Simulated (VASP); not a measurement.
Set up this calculation in VASP 6.6.1, as the native input.

```yaml
Task: single point
Functional: PBEsol
Potentials_or_basis: VASP PAW PBE potentials, release 64 (Sb)
Cutoff: 520 eV
k_mesh: 12 × 12 × 12
Occupations: gaussian, width 0.15 eV
Spin: no spin polarisation
Dipole_correction: no
Further_INCAR_settings: ALGO = Normal; EDIFF = 1e-06; NBANDS = 12
```

The structure of Sb lies in POSCAR:

```
Sb
1.0
    2.1506003320      1.2416496806      3.7440000000
   -2.1506003320      1.2416496806      3.7440000000
    0.0000000000     -2.4832993611      3.7440000000
Sb
2
Direct
    0.1490501015      0.3582940011      0.2536720513
    0.7663600000      0.7663600000      0.7663600000
```

This cell differs from its parent crystal: atom 1 (Sb) moved by (-0.450, +0.225) A along x and z.

These files were run (other wordings do the same):

INCAR

```
PREC = Accurate
ENCUT = 520
EDIFF = 1E-6
ISMEAR = 0
SIGMA = 0.15
LREAL = F
LASPH = T
NELM = 60
ALGO = Normal
ISIF = 2
LWAVE = F
LCHARG = F
GGA = PS
NBANDS = 12
```

KPOINTS

```
Automatic mesh
0
Gamma
  12 12 12
```

Potentials or basis: VASP PAW PBE potentials, release 64 (Sb).

The run is started by

```bash
$ cat potpaw_PBE.64/Sb/POTCAR > POTCAR
$ mpirun -np 1 vasp_std > vasp.out
```

It gave:

* Pressure: 1.7 GPa
* Largest force: 1.214 eV/Å
* Band gap on the k mesh: zero (band 5 reaches 7.36 eV, above the bottom of band 6 at 6.43 eV)

Caveat: the cell differs from its parent crystal (atom 1 (Sb) moved by (-0.450, +0.225) A along x and z); the PAW data sets were made with another functional, which shifts forces and pressure a little; spin-orbit coupling is left out, which moves the levels of the heavy elements.

Run time: 9.1 min on 1 thread of Intel(R) Xeon(R) Platinum 8259CL CPU @ 2.50GHz (Skylake/Cascade Lake) (shared host), peak memory 0.62 GiB.
